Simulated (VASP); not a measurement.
Runs of VASP 6.6.1 on Re. The structure is that of space group Pm-3m (No. 221), or close to it. The cells are those of the table. 

```csv
task,potentials or basis,cell,cutoff (eV),second run,gap on the mesh (eV),pressure (GPa),relaxed volume (Å³/atom)
relaxation of cell and atoms,"VASP PAW PBE potentials, release 64 (Re)","relaxed to 30 GPa from a = 2.530 Å, 1 atom",600,-,none,29.8,-
single point,"VASP PAW PBE potentials, release 64 (Re_sv_GW)","a = 2.579 Å, 1 atom",500,valence_matched,none,-2.0,-
single point,"VASP PAW PBE potentials, release 64 (Re)","a = 2.500 Å, 1 atom",520,-,none,28.8,-
single point,"VASP PAW PBE potentials, release 64 (Re_sv_GW)","a = 2.536 Å, 1 atom",500,valence_matched,none,(c),-
single point,"VASP PAW PBE potentials, release 64 (Re)","a = 2.536 Å, 1 atom",520,-,none,(a),-
relaxation of cell and atoms,"VASP PAW PBE potentials, release 64 (Re)","relaxed from a = 2.530 Å, 1 atom",600,-,none,0.0,(b)
relaxation of cell and atoms,"VASP PAW PBE potentials, release 64 (Re_sv_GW)","relaxed from a = 2.530 Å, 1 atom",500,valence_matched,none,-0.1,17.03
relaxation of cell and atoms,"VASP PAW PBE potentials, release 64 (Re)","relaxed to 15 GPa from a = 2.530 Å, 1 atom",600,-,none,15.0,-
single point,"VASP PAW PBE potentials, release 64 (Re)","a = 2.579 Å, 1 atom",520,-,none,-1.0,-
relaxation of cell and atoms,"VASP PAW PBE potentials, release 64 (Re)","relaxed to 45 GPa from a = 2.530 Å, 1 atom",600,-,none,45.0,-
single point,"VASP PAW PBE potentials, release 64 (Re)","a = 2.470 Å, 1 atom",520,-,none,43.8,-
```

Alike in all rows: level PBE; no spin polarisation; k mesh 8 × 8 × 8; smearing fermi-dirac 0.1 eV.

**Question.** Estimate the missing entries.

**Answer.** (a) 13.9; (b) 17.10; (c) 12.8.

Caveats: spin-orbit coupling is left out, which moves the levels of the heavy elements; the cell is relaxed towards a set pressure, so the enthalpy falls and the energy may rise (some runs).

A k mesh can miss the band edges, and the runs leave out spin-orbit coupling on Re.

A gap of «none» marks levels without a gap at the run's occupations.

The runs don't all hold the same shells in valence.
